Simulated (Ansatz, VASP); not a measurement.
## TaN: VASP beside Ansatz

File INCAR:

```
PREC = Accurate ; ENCUT = 600
EDIFF = 1E-6 ; ISMEAR = 0
SIGMA = 0.02 ; LREAL = F
LASPH = T ; NELM = 80
ALGO = Normal ; ISIF = 3
LWAVE = F ; LCHARG = F
GGA = PE ; IBRION = 2
NSW = 100 ; EDIFFG = -0.01
```

Contents of KPOINTS:

```
regular mesh
0
Gamma
  12 12 8
```

Contents of POSCAR:

```
TaN
1.0
    3.1451373700      0.0000000000      0.0000000000
   -1.5725686850      2.7237688608      0.0000000000
    0.0000000000      0.0000000000      4.8287683951
Ta N
1 1
Direct
    0.3333333333      0.6666666667      0.8109056217
    0.6666666667      0.3333333333      0.6468860783
```

Input for Ansatz:

```yaml
crystal:
  lattice:
    - [3.14513737, 0.0, 0.0]
    - [-1.572568685, 2.7237688608, 0.0]
    - [0.0, 0.0, 4.8287683951]
  atoms:
    - { symbol: Ta, position: [0.3333333333, 0.6666666667, 0.8109056217] }
    - { symbol: "N", position: [0.6666666667, 0.3333333333, 0.6468860783] }
basis:
  ecutwfc: 420
kpoints:
  mp_grid: { grid: [12, 12, 8] }
hamiltonian:
  xc: pbe
scf:
  occupations: { method: gaussian, width: 0.02 }
output:
  forces: true
  stress: true
  eigenvalues: true
relax:
  adjacent_minimum: "off"
  f_tol: 0.01
  max_steps: 80
  cell: { stress_tol: 0.05 }
```

Alike in both runs: task relaxation of cell and atoms; functional PBE; k mesh 12 × 12 × 8; occupations gaussian, width 0.02 eV; no spin polarisation.

|  | VASP | Ansatz |
| --- | --- | --- |
| version | VASP 6.6.1 | Ansatz 0.2.0 |
| potentials or method | VASP PAW PBE potentials, release 64 (Ta_pv, N), cutoff 600 eV | scalar-relativistic, plane waves, PAW |
| valence electrons in the cell | 16 | 18 |

```tsv
	VASP	Ansatz	Ansatz less VASP
gap on the k mesh at the Fermi level, each at its own relaxed structure (eV)	0.46	0.52	+0.063
relaxed volume (Å³/atom)	20.71	21.53	+0.816
relaxed cell length with the largest relative difference (Å)	4.834	5.032	+0.1985
```

VASP's potentials hold 16 valence electrons a cell and Ansatz's 18, so a difference there can come from the potentials and not from the codes.

Neither program's run includes spin-orbit coupling.
